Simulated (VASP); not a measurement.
Mn, 4 atoms in the cell. The structure is hexagonal, space group P6_3/mmc (No. 194). Conventional cell: a = 2.353 Å, b = 2.353 Å, c = 7.587 Å, α = 90.00°, β = 90.00°, γ = 120.00°. Mn (site symmetry -3m) has 12 Mn at 2.33 to 2.35 Å within 3.1 Å. Mn (site symmetry -6m2) has 12 Mn at 2.33 to 2.35 Å within 3.1 Å.  This cell differs from its parent crystal: volume scaled by 0.88.

| Item | Value |
| --- | --- |
| Program | VASP 6.6.1 |
| Task | single point |
| Functional | PBEsol |
| Potentials or basis | VASP PAW PBE potentials, release 64 (Mn_pv) |
| Cutoff | 520 eV |
| k mesh | 16 × 16 × 5 |
| Occupations | fermi-dirac, width 0.1 eV |
| Spin | no spin polarisation |
| Dipole correction | no |
| Further INCAR settings | ALGO = Normal; EDIFF = 1e-06; NBANDS = 34 |

Potentials or basis: VASP PAW PBE potentials, release 64 (Mn_pv).

Command:

```console
$ cat potpaw_PBE.64/Mn_pv/POTCAR > POTCAR
$ mpirun -np 1 vasp_std > vasp.out
```

Hardware: 1 thread of Intel(R) Xeon(R) Platinum 8488C (Sapphire Rapids), on a shared host.

Question: Estimate the wall time of this run.

Answer: Run time: 74 s on 1 thread of Intel(R) Xeon(R) Platinum 8488C (Sapphire Rapids), on a shared host, peak memory 0.2 GiB. Counts: scf iterations 14, k points 90.
